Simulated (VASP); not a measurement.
# Al2Cu (Pmm2) in VASP: notebook

Al2Cu is run at these levels: PBEsol; tasks: single point.

Program: VASP 6.6.1. These are calculated values, not measurements. Logs are shortened: lines on timing, memory, paths and dates and some standing lists are left out, and cuts for length are marked.

### 1 The cell of the first run

Symmetry: Pmm2, No. 25, orthorhombic system. The conventional cell has a = 2.647 Å, b = 4.227 Å, c = 4.227 Å, α = 90.00°, β = 90.00°, γ = 90.00°. Al (site symmetry mm2) has 4 Cu at 2.37 to 2.62 Å and 4 Al at 2.65 to 2.66 Å within 3.1 Å. Al (site symmetry mm2) has 4 Cu at 2.58 Å and 6 Al at 2.65 to 3.36 Å within 3.4 Å. Within 3.1 Å of Cu (site symmetry mm2) lie 8 Al at 2.37 to 2.62 Å and 2 Cu at 2.65 Å.

### 2 Single point, PBEsol (mode 4 frozen in at -0.445 Å, strain +e along z and -e/2 along x and y -0.0700)

File INCAR:

```
SYSTEM = Al2Cu
  PREC = Accurate
  ENCUT = 520
  EDIFF = 1E-6
  ISMEAR = 0
  SIGMA = 0.15
  LREAL = .FALSE.
  LASPH = .TRUE.
  NELM = 60
  ALGO = Fast
  ISIF = 2
  LWAVE = .FALSE.
  LCHARG = .TRUE.
  GGA = PS
  LELF = .TRUE.
  LVHAR = .TRUE.
  NBANDS = 16
```

File KPOINTS:

```
regular mesh
0
G
  10 10 14
  0 0 0
```

File POSCAR:

```
Al2Cu
1.0
    4.2271551709      0.0000000000      0.0000000000
    0.0000000000      4.2271551709      0.0000000000
    0.0000000000      0.0000000000      2.6466817742
Al Cu
2 1
Direct
    0.5074638706      0.0000000000      0.5000000000
   -0.1089562558      0.5000000000      0.5000000000
    0.0430935180      0.0000000000      0.0000000000
```

Potentials or basis: VASP PAW PBE potentials, release 64 (Al, Cu).

The run is started by

```console
$ cat potpaw_PBE.64/Al/POTCAR potpaw_PBE.64/Cu/POTCAR > POTCAR
$ mpirun -np 1 vasp_std > vasp.out
```

OUTCAR:

```text
SYSTEM = Al2Cu
   PREC = Accurate
   ENCUT = 520
   EDIFF = 1E-6
   ISMEAR = 0
   LREAL = .FALSE.
   LASPH = .TRUE.
   NELM = 60
   ISIF = 2
   GGA = PS

 ion  position               nearest neighbor table
   1  0.507  0.000  0.500-   3 2.37   3 2.37   3 2.62   3 2.62   2 2.66   2 2.66   2 3.36   2 3.36

   2  0.891  0.500  0.500-   3 2.58   3 2.58   3 2.58   3 2.58   1 2.66   1 2.66   1 3.36   1 3.36

   3  0.043  0.000  0.000-   1 2.37   1 2.37   2 2.58   2 2.58   2 2.58   2 2.58   1 2.62   1 2.62

  LATTYP: Found a simple tetragonal cell.
 ALAT       =     4.2271551709
 C/A-ratio  =     0.6261141754

  Lattice vectors:

 A1 = (   4.2271551709,   0.0000000000,   0.0000000000)
 A2 = (   0.0000000000,   4.2271551709,   0.0000000000)
 A3 = (   0.0000000000,   0.0000000000,   2.6466817742)

Analysis of symmetry for initial positions (statically):
=====================================================================
 Subroutine PRICEL returns:
 Original cell was already a primitive cell.

 Routine SETGRP: Setting up the symmetry group for a
 simple tetragonal supercell.

 Subroutine GETGRP returns: Found  4 space group operations
 (whereof  4 operations were pure point group operations)
 out of a pool of 16 trial point group operations.

The static configuration has the point symmetry C_2v.

Analysis of symmetry for dynamics (positions and initial velocities):
=====================================================================
 Subroutine PRICEL returns:
 Original cell was already a primitive cell.

 Routine SETGRP: Setting up the symmetry group for a
 simple tetragonal supercell.

 Subroutine GETGRP returns: Found  4 space group operations
 (whereof  4 operations were pure point group operations)
 out of a pool of 16 trial point group operations.

The dynamic configuration has the point symmetry C_2v.

 Subroutine INISYM returns: Found  4 space group operations
 (whereof  4 operations are pure point group operations),
 and found     1 'primitive' translations

----------------------------------------------------------------------------------------

                                     Primitive cell

  volume of cell :      47.2931

  direct lattice vectors                    reciprocal lattice vectors
     4.227155171  0.000000000  0.000000000     0.236565718  0.000000000  0.000000000
     0.000000000  4.227155171  0.000000000     0.000000000  0.236565718  0.000000000
     0.000000000  0.000000000  2.646681774     0.000000000  0.000000000  0.377831596

  length of vectors
     4.227155171  4.227155171  2.646681774     0.236565718  0.236565718  0.377831596

  position of ions in fractional coordinates (direct lattice)
     0.507463871  0.000000000  0.500000000
     0.891043744  0.500000000  0.500000000
     0.043093518  0.000000000  0.000000000

  ion indices of the primitive-cell ions
   primitive index   ion index
                 1           1
                 2           2
                 3           3

----------------------------------------------------------------------------------------

 KPOINTS: regular mesh

Automatic generation of k-mesh.
 Grid dimensions read from file:
 generate k-points for:   10   10   14

 Generating k-lattice:

  Cartesian coordinates                     Fractional coordinates (reciprocal lattice)
     0.023656572  0.000000000  0.000000000     0.100000000  0.000000000  0.000000000
     0.000000000  0.023656572  0.000000000     0.000000000  0.100000000  0.000000000
     0.000000000  0.000000000  0.026987971     0.000000000  0.000000000  0.071428571

  Length of vectors
     0.023656572  0.023656572  0.026987971

  Shift w.r.t. Gamma in fractional coordinates (k-lattice)
     0.000000000  0.000000000  0.000000000

 Subroutine IBZKPT returns following result:
 ===========================================

 Found    288 irreducible k-points:

 Following reciprocal coordinates:
            Coordinates               Weight
  0.000000  0.000000  0.000000      1.000000
  0.100000  0.000000  0.000000      2.000000
  0.000000  0.100000  0.000000      2.000000
  0.200000  0.000000  0.000000      2.000000
  0.000000  0.200000  0.000000      2.000000
  0.300000  0.000000  0.000000      2.000000
[... 16 lines left out ...]
 -0.200000  0.300000  0.000000      4.000000
  0.400000  0.200000  0.000000      4.000000
 [... further k-points ...]
   k-points           NKPTS =    288   k-points in BZ     NKDIM =    288   number of bands    NBANDS=     16
   number of dos      NEDOS =    301   number of ions     NIONS =      3
   total plane-waves  NPLWV =  20480
   dimension x,y,z NGX =    32 NGY =   32 NGZ =   20
   dimension x,y,z NGXF=    64 NGYF=   64 NGZF=   40
   ions per type =               2   1
   NGX,Y,Z   is equivalent  to a cutoff of  12.58, 12.58, 12.56 a.u.
   NGXF,Y,Z  is equivalent  to a cutoff of  25.17, 25.17, 25.13 a.u.
 SYSTEM =  Al2Cu
   PREC   = accura    normal or accurate (medium, high low for compatibility)
   ISTART =      0    job   : 0-new  1-cont  2-samecut
   ICHARG =      2    charge: 1-file 2-atom 10-const
   ISPIN  =      1    spin polarized calculation?
   LNONCOLLINEAR =      F non collinear calculations
   LSORBIT =      F    spin-orbit coupling
   LASPH  =      T    aspherical Exc in radial PAW
   ENCUT  =  520.0 eV  38.22 Ry    6.18 a.u.   7.86  7.86  4.92*2*pi/ulx,y,z
   NELM   =     60;   NELMIN=  2; NELMDL= -5     # of ELM steps
   EDIFF  = 0.1E-05   stopping-criterion for ELM
   LREAL  =      F    real-space projection
   EDIFFG = 0.1E-04   stopping-criterion for IOM
   NSW    =      0    number of steps for IOM
   IBRION =     -1    ionic relax: 0-MD 1-quasi-New 2-CG
   NFREE  =      0    steps in history (QN), initial steepest desc. (CG)
   ISIF   =      2    stress and relaxation
   ISYM   =      2    0-nonsym 1-usesym 2-fastsym
   POTIM  = 0.5000    time-step for ionic-motion
   TEBEG  =    0.0;   TEEND  =   0.0 temperature during run
   PSTRESS=    0.0 pullay stress
   NELECT =      17.0000    total number of electrons
   NUPDOWN=      -1.0000    fix difference up-down
   EMIN   =  10.00;   EMAX   =-10.00  energy-range for DOS
   EFERMI =   0.00;   METHOD = LEGACY
   ISMEAR =     0;   SIGMA  =   0.15  broadening in eV -4-tet -1-fermi 0-gaus
   EFERMI_NEDOS =   21; number of points for ismear=-14 and -15
   IALGO  =     68    algorithm
   IMIX   =      4    mixing-type and parameters
     AMIX     =   0.40;   BMIX     =  1.00
     AMIX_MAG =   1.60;   BMIX_MAG =  1.00
  volume/ion in A,a.u.               =      15.76       106.38
  Fermi-wavevector in a.u.,A,eV,Ry     =   1.164015  2.199669 18.434942  1.354930
  Thomas-Fermi vector in A             =   2.300558
   LORBIT       =      0    0 simple, 1 ext, 2 COOP (PROOUT), +10 PAW based schemes
   GGA     = PS    functional components
   LHFCALC =     F    Hartree Fock is set to
   AEXX    =    0.0000 exact exchange contribution
   IVDW    =     0    specifies the selected vdW correction
   LEPSILON=     F    determine dielectric tensor
   LRPA    =     F    only Hartree local field effects (RPA)
 non-spin polarized calculation
 RMM-DIIS sequential band-by-band and
 Gauss-broadening in eV      SIGMA  =   0.15
  energy-cutoff  :      520.00
  volume of cell :       47.29
 maximum number of plane-waves:      1298
   NGX = 15   NGY = 15   NGZ =  9

 number of electron      17.0000023 magnetization

 Free energy of the ion-electron system (eV)
  ---------------------------------------------------
  ext. energy  EPLUGINS =         0.00000000
  ---------------------------------------------------
  free energy    TOTEN  =       -12.23842278 eV

  energy without entropy =      -12.22617215  energy(sigma->0) =      -12.23229746

 E-fermi :   7.2145     XC(G=0): -10.5930

 val. band max:        7.2082835579   @ k =  -0.1000   0.2000   0.5000
 cond. band min:       7.2209707291   @ k =   0.5000   0.0000   0.3571
 fundamental gap:      0.0126871712
 Fermi energy:         7.2144830912

 k-point     1 :       0.0000    0.0000    0.0000
  band No.  band energies     occupation
      1      -3.4335      2.00000
      2       1.7015      2.00000
      3       2.1928      2.00000
      4       2.8870      2.00000
      5       3.4305      2.00000
      6       3.5834      2.00000
[... 8 lines left out ...]
     15      16.4512      0.00000
     16      20.2144      0.00000

 k-point     2 :       0.1000    0.0000    0.0000
  band No.  band energies     occupation
      1      -3.3546      2.00000
      2       1.6177      2.00000
      3       2.1869      2.00000
      4       2.8531      2.00000
      5       3.4295      2.00000
      6       3.5836      2.00000
[... 8 lines left out ...]
     15      16.5274      0.00000
     16      20.3568      0.00000

 k-point     3 :       0.0000    0.1000    0.0000
  band No.  band energies     occupation
      1      -3.3561      2.00000
      2       1.6097      2.00000
      3       2.1551      2.00000
      4       2.8672      2.00000
      5       3.4305      2.00000
      6       3.5820      2.00000
[... 8 lines left out ...]
     15      16.5230      0.00000
     16      20.3336      0.00000

 k-point     4 :       0.2000    0.0000    0.0000
  band No.  band energies     occupation
      1      -3.1215      2.00000
      2       1.2518      2.00000
      3       2.1903      2.00000
      4       2.7759      2.00000
      5       3.2236      2.00000
      6       3.4270      2.00000
[... 8 lines left out ...]
     15      16.7511      0.00000
     16      20.7429      0.00000
[... 324 lines left out ...]
 k-point    22 :       0.3000    0.2000    0.0000
  band No.  band energies     occupation
      1      -2.4404      2.00000
      2       0.7072      2.00000
      3       1.8337      2.00000
      4       2.6011      2.00000
      5       2.9735      2.00000
      6       3.4243      2.00000
[... 8 lines left out ...]
     15      18.7779      0.00000
     16      20.2464      0.00000

 k-point    23 :      -0.2000    0.3000    0.0000
  band No.  band energies     occupation
      1      -2.4465      2.00000
      2       0.6279      2.00000
      3       1.8618      2.00000
      4       2.6938      2.00000
      5       3.2284      2.00000
      6       3.4276      2.00000
[... 8 lines left out ...]
     15      18.7293      0.00000
     16      20.4809      0.00000

 k-point    24 :       0.4000    0.2000    0.0000
  band No.  band energies     occupation
      1      -1.9789      2.00000
      2       0.0173      2.00000
      3       1.9181      2.00000
      4       2.5309      2.00000
      5       2.8122      2.00000
      6       3.4218      2.00000
[... 8 lines left out ...]
     15      18.3891      0.00000
     16      19.1461      0.00000

 [... further k-points ...]
[... 5 lines left out ...]
  --------------------------------------------------------------------------------------
  -------------------------------------------------------------------------------------
  Total        1.6591067     -0.2312546      2.6087770      0.0000000      0.0000000      0.0000000
  in kB       56.2065327     -7.8343492     88.3790697      0.0000000      0.0000000      0.0000000
  external PRESSURE =      45.5837511 kB  Pullay stress =       0.0000000 kB

 VOLUME and BASIS-vectors are now :
 -----------------------------------------------------------------------------
  energy-cutoff  :      520.00
  volume of cell :       47.29
      direct lattice vectors                 reciprocal lattice vectors
     4.227155171  0.000000000  0.000000000     0.236565718  0.000000000  0.000000000
     0.000000000  4.227155171  0.000000000     0.000000000  0.236565718  0.000000000
     0.000000000  0.000000000  2.646681774     0.000000000  0.000000000  0.377831596

 POSITION                                       TOTAL-FORCE (eV/Angst)
 -----------------------------------------------------------------------------------
      2.14513      0.00000      1.32334         0.201900      0.000000      0.000000
      3.76658      2.11358      1.32334         0.829394      0.000000      0.000000
      0.18216      0.00000      0.00000        -1.031294      0.000000      0.000000
 -----------------------------------------------------------------------------------
    total drift:                                0.000260     -0.000000     -0.000014

  FREE ENERGIE OF THE ION-ELECTRON SYSTEM (eV)
  ---------------------------------------------------
  free  energy   TOTEN  =       -12.2384227755 eV

  energy  without entropy=      -12.2261721506  energy(sigma->0) =      -12.23229746
```

Wall time 78 s (1 thread of Intel Xeon 6975P-C (Granite Rapids), shared host); peak memory 0.31 GiB.

Results:

* Free energy: -12.2384 eV
* Pressure: 4.6 GPa
* Largest force: 1.031 eV/Å

Forces on the atoms (eV/Å):
```
Al   0.202  0.000  0.000
Al   0.829  0.000  0.000
Cu  -1.031  0.000  0.000
```

Caveat: the cell differs from its parent crystal (mode 4 frozen in at -0.445 Å, strain +e along z and -e/2 along x and y -0.0700); the PAW data sets were made with another functional, which shifts forces and pressure a little.

[end of part 1 of 2]
